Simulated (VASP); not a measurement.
AgBr: single point with r2SCAN

Crystal: AgBr.

```
Ag Br
1.0
     2.85453    2.85453    0.00000
    -2.85453    2.85453    0.00000
     0.00000    2.85453    2.85453
Ag Br
1 1
Direct
  0.00000 0.00000 0.00000
  0.50000 0.50000 0.00000
```

| Quantity | Value |
| --- | --- |
| Program | VASP 6.6.1 |
| Task | single point |
| Functional | r2SCAN |
| Potentials or basis | VASP PAW PBE potentials, release 64 (Ag, Br) |
| Cutoff | 550 eV |
| k mesh | 8 × 8 × 8 |
| Occupations | gaussian, width 0.01 eV |
| Spin | no spin polarisation |

```
Pressure               : 1.9 GPa
Band gap on the k mesh : 1.25 eV, indirect (least direct gap 3.34 eV)
```

Levels at points of the mesh, in eV from the valence-band top:
```tsv
k point	band 5	band 6	band 7	band 8	band 9	band 10	band 11	band 12	band 13	band 14
(0.00, 0.00, 0.00)	-2.85	-2.85	-2.10	-2.10	-2.10	1.25	10.41	10.41	10.41	11.59
(0.50, 0.00, 0.00)	-2.54	-2.54	-2.18	0.00	0.00	4.20	7.33	7.33	7.33	12.86
(0.50, 0.50, 0.00)	-3.02	-2.68	-2.43	-2.43	-2.29	2.11	7.39	9.79	11.97	11.97
```

It took 48 s on 1 thread of AMD EPYC 9R45 96-Core Processor (Zen 5), with other jobs on the host, peak memory 0.16 GiB.

Caveat: the PAW data sets were made with another functional, which shifts forces and pressure a little. A k mesh can miss the band edges.
